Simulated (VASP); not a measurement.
Write the native input for VASP 6.6.1 that does the following.

- Task: single point
- Functional: PBEsol
- Potentials or basis: VASP PAW PBE potentials, release 64 (Mn_pv)
- Cutoff: 520 eV
- k mesh: 18 × 18 × 18
- Occupations: fermi-dirac, width 0.05 eV
- Spin: collinear spin, ferromagnetic start
- Starting moments: [-0.6] μB
- Dipole correction: no
- Further INCAR settings: ALGO = Normal; EDIFF = 1e-06; NBANDS = 16

The structure of Mn lies in POSCAR:

```
Mn
1.0
   -1.3598276551      1.3598276551      1.3598276551
    1.3598276551     -1.3598276551      1.3598276551
    1.3598276551      1.3598276551     -1.3598276551
Mn
1
Direct
    0.0000000000      0.0000000000      0.0000000000
```

This isn't the form of Mn at room conditions, which is a 58-atom cubic cell.

These files were run (other wordings do the same):

INCAR

```
SYSTEM = Mn
  PREC = Accurate
  ENCUT = 520
  EDIFF = 1E-6
  ISMEAR = -1
  SIGMA = 0.05
  LREAL = .False.
  LASPH = .True.
  NELM = 150
  ALGO = Normal
  ISIF = 2
  LWAVE = .False.
  LCHARG = .False.
  ISPIN = 2
  MAGMOM = -0.6
  LORBIT = 11
  LMAXMIX = 4
  GGA = PS
  NBANDS = 16
```

KPOINTS

```
regular mesh
0
Gamma
  18 18 18
  0 0 0
```

Potentials or basis: VASP PAW PBE potentials, release 64 (Mn_pv).

Launch:

```sh
$ cat potpaw_PBE.64/Mn_pv/POTCAR > POTCAR
$ mpirun -np 1 vasp_std > vasp.out
```

Results of the run:

```json
{
  "Pressure": "12.0 GPa",
  "Net moment": "-0.48 μB per cell",
  "Site moments": "Mn -0.47 μB",
  "Valence electrons inside the program's atomic spheres": "Mn 12.12"
}
```

Caveat: the cell stands under pressure; the PAW data sets were made with another functional, which shifts forces and pressure a little.

It took 27 s on 1 thread of Intel(R) Xeon(R) 6975P-C (Granite Rapids) (shared host), peak memory 0.16 GiB.
